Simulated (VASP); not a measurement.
The system is SiSn2.

```
Si Sn
1.0
     3.91643    0.00000    0.00000
    -1.95821    3.39173    0.00000
     0.00000    0.00000   12.14277
Si Sn
2 4
Direct
  0.33333 0.66667 0.75000
  0.66667 0.33333 0.25000
  0.33333 0.66667 0.11659
  0.33333 0.66667 0.38341
  0.66667 0.33333 0.61659
  0.66667 0.33333 0.88341
```

| Property | Result |
| --- | --- |
| Program | VASP 6.6.1 |
| Task | relaxation of cell and atoms |
| Functional | PBE |
| Potentials or basis | VASP PAW PBE potentials, release 64 (Si, Sn_d) |
| Cutoff | 600 eV |
| k mesh | 12 × 12 × 4 |
| Occupations | gaussian, width 0.1 eV |
| Spin | no spin polarisation |

At the start: pressure 0.1 GPa; volume 26.88 Å³/atom.

Task: Where does the relaxation end?

Result: Over 9 steps the energy falls by 2.2 meV/atom and the volume is 26.55 Å³/atom (-1.2 %); space group P6_3/mmc (No. 194, to 0.05 Å).

Step by step:
| step | energy change (eV) | largest force (eV/Å) | pressure (GPa) | volume (Å³) |
| --- | --- | --- | --- | --- |
| 1 | 0.0000 | 0.0544 | 0.12 | 161.30 |
| 2 | -0.0068 | 0.0685 | -0.01 | 161.77 |
| 3 | -0.0079 | 0.0789 | -0.09 | 162.06 |
| 4 | -0.0094 | 0.0623 | -0.12 | 161.75 |
| 5 | -0.0122 | 0.0114 | -0.16 | 160.81 |
| 6 | -0.0113 | 0.0809 | -0.25 | 158.95 |
| 7 | -0.0128 | 0.0278 | -0.18 | 160.03 |
| 8 | -0.0126 | 0.0309 | 0.24 | 158.36 |
| 9 | -0.0133 | 0.0014 | 0.02 | 159.29 |

Final structure:
```cif
data_structure
_symmetry_space_group_name_H-M 'P 1'
_symmetry_Int_Tables_number 1
_cell_length_a 3.9325
_cell_length_b 3.9325
_cell_length_c 11.8934
_cell_angle_alpha 90.000
_cell_angle_beta 90.000
_cell_angle_gamma 120.000
_cell_volume 159.29
loop_
_atom_site_label
_atom_site_type_symbol
_atom_site_fract_x
_atom_site_fract_y
_atom_site_fract_z
_atom_site_occupancy
Si1 Si 0.33333 0.66667 0.75000 1
Si2 Si 0.66667 0.33333 0.25000 1
Sn1 Sn 0.33333 0.66667 0.11355 1
Sn2 Sn 0.33333 0.66667 0.38645 1
Sn3 Sn 0.66667 0.33333 0.61355 1
Sn4 Sn 0.66667 0.33333 0.88645 1
```
